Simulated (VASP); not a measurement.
# As (P6/mmm) in VASP: notebook

The runs below take As through single point, with PBE.

Everything below comes from runs of VASP 6.6.1. Logs are shortened: lines on timing, memory, paths and dates and some standing lists are left out, and cuts for length are marked.

### Step 1. The cell of the first run

Symmetry: P6/mmm, No. 191, hexagonal system. Conventional cell: a = 2.149 Å, b = 2.149 Å, c = 2.006 Å, α = 90.00°, β = 90.00°, γ = 120.00°. Within 2.7 Å of As (site symmetry 6/mmm) lie 8 As at 2.01 to 2.15 Å.

### Step 2. Single point, PBE

Input file INCAR:

```
SYSTEM = As
ALGO     = Normal         ! electronic algorithm
EDIFF    = 1E-7           ! SCF threshold, eV
ENCUT    = 520            ! plane-wave cutoff, eV
GGA      = PE             ! functional
ISIF     = 2              ! what is computed and relaxed
ISMEAR   = -1             ! smearing method
LASPH    = .True.         ! aspherical terms in the spheres
LCHARG   = .False.        ! write CHGCAR
LREAL    = .False.        ! projectors in reciprocal space
LWAVE    = .False.        ! write WAVECAR
NBANDS   = 8              ! bands
NELM     = 60             ! most SCF steps
PREC     = Accurate       ! precision mode
SIGMA    = 0.05           ! smearing width, eV
```

Input file KPOINTS:

```
k-points
0
Gamma
  15 15 14
  0 0 0
```

Input file POSCAR:

```
As
1.0
    2.1489907106      0.0000000000      0.0000000000
   -1.0744953553      1.8610805479      0.0000000000
    0.0000000000      0.0000000000      2.0060561523
As
1
Direct
    0.0000000000      0.0000000000      0.0000000000
```

Potentials or basis: VASP PAW PBE potentials, release 64 (As).

Launch:

```console
cat potpaw_PBE.64/As/POTCAR > POTCAR
mpirun -np 1 vasp_std > vasp.out
```

OUTCAR:

```text
SYSTEM = As
   EDIFF = 1E-7
   ENCUT = 520
   GGA = PE
   ISIF = 2
   ISMEAR = -1
   LASPH = .True.
   LREAL = .False.
   NELM = 60
   PREC = Accurate

 ion  position               nearest neighbor table
   1  0.000  0.000  0.000-

  LATTYP: Found a hexagonal cell.
 ALAT       =     2.1489907106
 C/A-ratio  =     0.9334875867

  Lattice vectors:

 A1 = (   2.1489907106,   0.0000000000,   0.0000000000)
 A2 = (  -1.0744953553,   1.8610805479,   0.0000000000)
 A3 = (   0.0000000000,   0.0000000000,   2.0060561523)

Analysis of symmetry for initial positions (statically):
=====================================================================
 Subroutine PRICEL returns:
 Original cell was already a primitive cell.

 Routine SETGRP: Setting up the symmetry group for a
 hexagonal supercell.

 Subroutine GETGRP returns: Found 24 space group operations
 (whereof 24 operations were pure point group operations)
 out of a pool of 24 trial point group operations.

The static configuration has the point symmetry D_6h.

Analysis of symmetry for dynamics (positions and initial velocities):
=====================================================================
 Subroutine PRICEL returns:
 Original cell was already a primitive cell.

 Routine SETGRP: Setting up the symmetry group for a
 hexagonal supercell.

 Subroutine GETGRP returns: Found 24 space group operations
 (whereof 24 operations were pure point group operations)
 out of a pool of 24 trial point group operations.

The dynamic configuration has the point symmetry D_6h.

 Subroutine INISYM returns: Found 24 space group operations
 (whereof 24 operations are pure point group operations),
 and found     1 'primitive' translations

----------------------------------------------------------------------------------------

                                     Primitive cell

  volume of cell :       8.0231

  direct lattice vectors                    reciprocal lattice vectors
     2.148990711  0.000000000  0.000000000     0.465334724  0.268661128  0.000000000
    -1.074495355  1.861080548  0.000000000     0.000000000  0.537322257  0.000000000
     0.000000000  0.000000000  2.006056152     0.000000000  0.000000000  0.498490533

  length of vectors
     2.148990711  2.148990711  2.006056152     0.537322257  0.537322257  0.498490533

  position of ions in fractional coordinates (direct lattice)
     0.000000000  0.000000000  0.000000000

  ion indices of the primitive-cell ions
   primitive index   ion index
                 1           1

----------------------------------------------------------------------------------------

 KPOINTS: k-points

Automatic generation of k-mesh.
 Grid dimensions read from file:
 generate k-points for:   15   15   14

 Generating k-lattice:

  Cartesian coordinates                     Fractional coordinates (reciprocal lattice)
     0.031022315  0.017910742  0.000000000     0.066666667  0.000000000  0.000000000
     0.000000000  0.035821484  0.000000000     0.000000000  0.066666667  0.000000000
     0.000000000  0.000000000  0.035606467     0.000000000  0.000000000  0.071428571

  Length of vectors
     0.035821484  0.035821484  0.035606467

  Shift w.r.t. Gamma in fractional coordinates (k-lattice)
     0.000000000  0.000000000  0.000000000

 Subroutine IBZKPT returns following result:
 ===========================================

 Found    216 irreducible k-points:

 Following reciprocal coordinates:
            Coordinates               Weight
  0.000000  0.000000  0.000000      1.000000
  0.066667 -0.000000  0.000000      6.000000
  0.133333  0.000000  0.000000      6.000000
  0.200000 -0.000000  0.000000      6.000000
  0.266667  0.000000  0.000000      6.000000
  0.333333  0.000000  0.000000      6.000000
[... 16 lines left out ...]
  0.333333  0.200000  0.000000     12.000000
  0.400000  0.200000  0.000000      6.000000
 [... further k-points ...]
   k-points           NKPTS =    216   k-points in BZ     NKDIM =    216   number of bands    NBANDS=      8
   number of dos      NEDOS =    301   number of ions     NIONS =      1
   total plane-waves  NPLWV =   4096
   dimension x,y,z NGX =    16 NGY =   16 NGZ =   16
   dimension x,y,z NGXF=    32 NGYF=   32 NGZF=   32
   ions per type =               1
   NGX,Y,Z   is equivalent  to a cutoff of  12.38, 12.38, 13.26 a.u.
   NGXF,Y,Z  is equivalent  to a cutoff of  24.76, 24.76, 26.52 a.u.
 SYSTEM =  As
   PREC   = accura    normal or accurate (medium, high low for compatibility)
   ISTART =      0    job   : 0-new  1-cont  2-samecut
   ICHARG =      2    charge: 1-file 2-atom 10-const
   ISPIN  =      1    spin polarized calculation?
   LNONCOLLINEAR =      F non collinear calculations
   LSORBIT =      F    spin-orbit coupling
   LASPH  =      T    aspherical Exc in radial PAW
   ENCUT  =  520.0 eV  38.22 Ry    6.18 a.u.   4.00  4.00  3.73*2*pi/ulx,y,z
   NELM   =     60;   NELMIN=  2; NELMDL= -5     # of ELM steps
   EDIFF  = 0.1E-06   stopping-criterion for ELM
   LREAL  =      F    real-space projection
   EDIFFG = 0.1E-05   stopping-criterion for IOM
   NSW    =      0    number of steps for IOM
   IBRION =     -1    ionic relax: 0-MD 1-quasi-New 2-CG
   NFREE  =      0    steps in history (QN), initial steepest desc. (CG)
   ISIF   =      2    stress and relaxation
   ISYM   =      2    0-nonsym 1-usesym 2-fastsym
   POTIM  = 0.5000    time-step for ionic-motion
   TEBEG  =    0.0;   TEEND  =   0.0 temperature during run
   PSTRESS=    0.0 pullay stress
   NELECT =       5.0000    total number of electrons
   NUPDOWN=      -1.0000    fix difference up-down
   EMIN   =  10.00;   EMAX   =-10.00  energy-range for DOS
   EFERMI =   0.00;   METHOD = LEGACY
   ISMEAR =    -1;   SIGMA  =   0.05  broadening in eV -4-tet -1-fermi 0-gaus
   EFERMI_NEDOS =   21; number of points for ismear=-14 and -15
   IALGO  =     38    algorithm
   IMIX   =      4    mixing-type and parameters
     AMIX     =   0.40;   BMIX     =  1.00
     AMIX_MAG =   1.60;   BMIX_MAG =  1.00
  volume/ion in A,a.u.               =       8.02        54.14
  Fermi-wavevector in a.u.,A,eV,Ry     =   1.398354  2.642507 26.604762  1.955395
  Thomas-Fermi vector in A             =   2.521521
   LORBIT       =      0    0 simple, 1 ext, 2 COOP (PROOUT), +10 PAW based schemes
   GGA     = PE    functional components
   LHFCALC =     F    Hartree Fock is set to
   AEXX    =    0.0000 exact exchange contribution
   IVDW    =     0    specifies the selected vdW correction
   LEPSILON=     F    determine dielectric tensor
   LRPA    =     F    only Hartree local field effects (RPA)
 non-spin polarized calculation
  energy-cutoff  :      520.00
  volume of cell :        8.02
 maximum number of plane-waves:       224
 NGX is ok and might be reduce to    16

 number of electron       4.9999999 magnetization

 Free energy of the ion-electron system (eV)
  ---------------------------------------------------
  ext. energy  EPLUGINS =         0.00000000
  ---------------------------------------------------
  free energy    TOTEN  =         4.33520344 eV

  energy without entropy =        4.33766346  energy(sigma->0) =        4.33643345

 E-fermi :  21.8700     XC(G=0): -14.9025

 val. band max:       21.7036722528   @ k =   0.3333   0.3333   0.5000
 cond. band min:      21.8782784130   @ k =   0.2667   0.2667   0.3571
 fundamental gap:      0.1746061602
 Fermi energy:        21.8700225894

 k-point     1 :       0.0000    0.0000    0.0000
  band No.  band energies     occupation
      1      -6.2655      2.00000
      2      29.7870      0.00000
      3      32.1111      0.00000
      4      34.7936      0.00000
      5      34.7936      0.00000
      6      37.6644      0.00000
      7      37.8107      0.00000
      8      37.8107      0.00000

 k-point     2 :       0.0667   -0.0000    0.0000
  band No.  band energies     occupation
      1      -6.0666      2.00000
      2      30.0088      0.00000
      3      30.7887      0.00000
      4      33.2336      0.00000
      5      33.2824      0.00000
      6      36.1599      0.00000
      7      39.5578      0.00000
      8      41.8935      0.00000

 k-point     3 :       0.1333    0.0000    0.0000
  band No.  band energies     occupation
      1      -5.4683      2.00000
      2      26.7481      0.00000
      3      30.6682      0.00000
      4      31.0995      0.00000
      5      32.1666      0.00000
      6      36.2929      0.00000
      7      42.4528      0.00000
      8      45.9566      0.00000

 k-point     4 :       0.2000   -0.0000    0.0000
  band No.  band energies     occupation
      1      -4.4669      2.00000
      2      22.2957      0.00040
      3      29.1039      0.00000
      4      31.3369      0.00000
      5      31.7470      0.00000
      6      36.8142      0.00000
      7      45.6454      0.00000
      8      49.4425      0.00000

 k-point     5 :       0.2667    0.0000    0.0000
  band No.  band energies     occupation
      1      -3.0580      2.00000
      2      17.9745      2.00000
      3      27.4198      0.00000
      4      30.5928      0.00000
      5      33.2171      0.00000
      6      37.6488      0.00000
      7      49.0176      0.00000
      8      52.0303      0.00000
[... 177 lines left out ...]
 k-point    22 :       0.2667    0.2000    0.0000
  band No.  band energies     occupation
      1       1.2052      2.00000
      2      13.2645      2.00000
      3      16.2041      2.00000
      4      37.4022      0.00000
      5      38.2521      0.00000
      6      42.0719      0.00000
      7      46.2268      0.00000
      8      48.2021      0.00000

 k-point    23 :       0.3333    0.2000    0.0000
  band No.  band energies     occupation
      1       3.6427      2.00000
      2       9.7155      2.00000
      3      15.5867      2.00000
      4      38.9741      0.00000
      5      39.6169      0.00000
      6      42.4394      0.00000
      7      45.2401      0.00000
      8      48.1460      0.00000

 k-point    24 :       0.4000    0.2000    0.0000
  band No.  band energies     occupation
      1       6.2452      2.00000
      2       6.7374      2.00000
      3      15.3819      2.00000
      4      39.1896      0.00000
      5      41.4541      0.00000
      6      42.7736      0.00000
      7      43.1555      0.00000
      8      47.7196      0.00000

 [... further k-points ...]
[... 5 lines left out ...]
  --------------------------------------------------------------------------------------
  -------------------------------------------------------------------------------------
  Total       26.4663567     26.4663567     26.2800792      0.0000000      0.0000000      0.0000000
  in kB     5285.2063796   5285.2063798   5248.0076424      0.0000000      0.0000000      0.0000000
  external PRESSURE =    5272.8068006 kB  Pullay stress =       0.0000000 kB

 VOLUME and BASIS-vectors are now :
 -----------------------------------------------------------------------------
  energy-cutoff  :      520.00
  volume of cell :        8.02
      direct lattice vectors                 reciprocal lattice vectors
     2.148990711  0.000000000  0.000000000     0.465334724  0.268661128  0.000000000
    -1.074495355  1.861080548  0.000000000     0.000000000  0.537322257  0.000000000
     0.000000000  0.000000000  2.006056152     0.000000000  0.000000000  0.498490533

 POSITION                                       TOTAL-FORCE (eV/Angst)
 -----------------------------------------------------------------------------------
      0.00000      0.00000      0.00000         0.000000      0.000000      0.000000
 -----------------------------------------------------------------------------------
    total drift:                               -0.000000     -0.000000     -0.000000

  FREE ENERGIE OF THE ION-ELECTRON SYSTEM (eV)
  ---------------------------------------------------
  free  energy   TOTEN  =         4.3352034387 eV

  energy  without entropy=        4.3376634622  energy(sigma->0) =        4.33643345
```

It took 4.3 s on 1 thread of Intel Xeon 6975P-C (Granite Rapids), shared host; peak memory 0.12 GiB.

What came out:

```
Free energy : 4.3352 eV
Pressure    : 527.3 GPa
```

### Step 3. Single point, PBE

This run uses another cell than the first one, of 9.03 Å³/atom, 1.125 times its volume.

Input file INCAR:

```
  ALGO = Normal
  EDIFF = 1E-6
  ENCUT = 520
  GGA = PE
  ISIF = 2
  ISMEAR = -1
  LASPH = T
  LCHARG = F
  LREAL = F
  LWAVE = F
  NBANDS = 8
  NELM = 60
  PREC = Accurate
  SIGMA = 0.05
```

Input file KPOINTS:

```
k-points
0
Gamma
  15 15 14
```

Input file POSCAR:

```
As
1.0
    2.2350874139      0.0000000000      0.0000000000
   -1.1175437069      1.9356424801      0.0000000000
    0.0000000000      0.0000000000      2.0862947165
As
1
Direct
    0.0000000000      0.0000000000      0.0000000000
```

Potentials or basis: VASP PAW PBE potentials, release 64 (As).

Launch:

```console
cat potpaw_PBE.64/As/POTCAR > POTCAR
mpirun -np 1 vasp_std > vasp.out
```

It took 5.9 s on 1 thread of Intel Xeon 6975P-C (Granite Rapids), shared host; peak memory 0.12 GiB.

It converged, with:

- Free energy: 1.6225 eV
- Pressure: 354.8 GPa

Stress tensor (GPa, compression positive):
```
355.05   0.00   0.00
  0.00 355.05   0.00
  0.00   0.00 354.35
```

Levels at points of the mesh, in eV from the Fermi level:
| k point | band 1 | band 2 | band 3 | band 4 | band 5 | band 6 | band 7 |
| --- | --- | --- | --- | --- | --- | --- | --- |
| (0.00, 0.00, 0.00) | -25.88 | 7.30 | 9.75 | 11.45 | 11.45 | 15.27 | 15.27 |
| (0.00, 0.00, 0.50) | -17.70 | -16.09 | 19.30 | 19.30 | 20.48 | 20.48 | 20.99 |

### Step 4. Single point, PBE

Input file INCAR:

```
SYSTEM = As
PREC = Accurate
ENCUT = 520
EDIFF = 1E-6
ISMEAR = -1
SIGMA = 0.05
LREAL = .FALSE.
LASPH = .TRUE.
NELM = 80
ALGO = Normal
ISIF = 2
LWAVE = .FALSE.
LCHARG = .TRUE.
GGA = PE
LELF = .TRUE.
LVHAR = .TRUE.
NBANDS = 8
```

Input file KPOINTS:

```
Automatic mesh
0
G
  15 15 14
  0 0 0
```

POSCAR is that of step 3.

Potentials or basis: VASP PAW PBE potentials, release 64 (As).

Launch:

```console
cat potpaw_PBE.64/As/POTCAR > POTCAR
mpirun -np 1 vasp_std > vasp.out
```

OUTCAR:

```text
SYSTEM = As
   PREC = Accurate
   ENCUT = 520
   EDIFF = 1E-6
   ISMEAR = -1
   LREAL = .FALSE.
   LASPH = .TRUE.
   NELM = 80
   ISIF = 2
   GGA = PE

 ion  position               nearest neighbor table
   1  0.000  0.000  0.000-

  LATTYP: Found a hexagonal cell.
 ALAT       =     2.2350874139
 C/A-ratio  =     0.9334286899

  Lattice vectors:

 A1 = (   2.2350874139,   0.0000000000,   0.0000000000)
 A2 = (  -1.1175437069,   1.9356424801,   0.0000000000)
 A3 = (   0.0000000000,   0.0000000000,   2.0862947165)
[... 434 lines left out ...]
  band No.  band energies     occupation
      1       4.7743      2.00000
      2       5.1051      2.00000
      3      13.1730      2.00000
      4      35.5547      0.00000
      5      36.5652      0.00000
      6      39.4639      0.00000
      7      39.4904      0.00000
      8      42.9489      0.00000

 [... further k-points ...]
[... 5 lines left out ...]
  --------------------------------------------------------------------------------------
  -------------------------------------------------------------------------------------
  Total       20.0020911     20.0020911     19.9628731      0.0000000     -0.0000000      0.0000000
  in kB     3550.5094059   3550.5094058   3543.5479475      0.0000001     -0.0000000      0.0000000
  external PRESSURE =    3548.1889197 kB  Pullay stress =       0.0000000 kB

 VOLUME and BASIS-vectors are now :
 -----------------------------------------------------------------------------
  energy-cutoff  :      520.00
  volume of cell :        9.03
      direct lattice vectors                 reciprocal lattice vectors
     2.235087414  0.000000000  0.000000000     0.447409794  0.258312165  0.000000000
    -1.117543707  1.935642480  0.000000000     0.000000000  0.516624330  0.000000000
     0.000000000  0.000000000  2.086294716     0.000000000  0.000000000  0.479318666

 POSITION                                       TOTAL-FORCE (eV/Angst)
 -----------------------------------------------------------------------------------
      0.00000      0.00000      0.00000         0.000000      0.000000      0.000000
 -----------------------------------------------------------------------------------
    total drift:                                0.000000      0.000000      0.000000

  FREE ENERGIE OF THE ION-ELECTRON SYSTEM (eV)
  ---------------------------------------------------
  free  energy   TOTEN  =         1.6224555241 eV

  energy  without entropy=        1.6245571281  energy(sigma->0) =        1.62350633
```

OSZICAR:

```text
N       E                     dE             d eps       ncg     rms          rms(c)
DAV:   1     0.857866452947E+01    0.85787E+01   -0.26733E+03  3680   0.517E+02
DAV:   2     0.144418832879E+01   -0.71345E+01   -0.69544E+01  4832   0.579E+01
DAV:   3     0.141936162750E+01   -0.24827E-01   -0.24825E-01  3984   0.400E+00
DAV:   4     0.141935801270E+01   -0.36148E-05   -0.36140E-05  5152   0.506E-02
DAV:   5     0.141935801295E+01    0.24957E-09   -0.23613E-09  3888   0.257E-04    0.877E+00
DAV:   6     0.155171014706E+01    0.13235E+00   -0.15436E-02  4112   0.887E-01    0.534E+00
DAV:   7     0.162205822105E+01    0.70348E-01   -0.27907E-02  4224   0.125E+00    0.894E-02
DAV:   8     0.162245565162E+01    0.39743E-03   -0.62430E-04  4128   0.165E-01    0.359E-02
DAV:   9     0.162245552412E+01   -0.12750E-06   -0.72713E-06  4832   0.190E-02
   1 F= 0.16224555E+01 E0= 0.16235063E+01  d E =-.210160E-02
```

stdout:

```text
POSCAR found type information on POSCAR As
 POSCAR found :  1 types and       1 ions
 scaLAPACK will be used
 LDA part: xc-table for (Slater+PW92), standard interpolation
 POSCAR, INCAR and KPOINTS ok, starting setup
 FFT: planning ... GRIDC
 FFT: planning ... GRID_SOFT
 FFT: planning ... GRID
 WAVECAR not read
 entering main loop
```

Wall time 8.7 s (1 thread of Intel Xeon 6975P-C (Granite Rapids), shared host); peak memory 0.11 GiB.

Results:

```
Free energy : 1.6225 eV
Pressure    : 354.8 GPa
```

Levels at points of the mesh, in eV from the Fermi level:
| k point | band 1 | band 2 | band 3 | band 4 | band 5 | band 6 |
| --- | --- | --- | --- | --- | --- | --- |
| (0.00, 0.00, 0.00) | -25.88 | 7.30 | 9.75 | 11.45 | 11.45 | 15.27 |
| (0.00, 0.00, 0.50) | -17.70 | -16.09 | 19.30 | 19.30 | 20.48 | 20.48 |

[end of part 1 of 2]
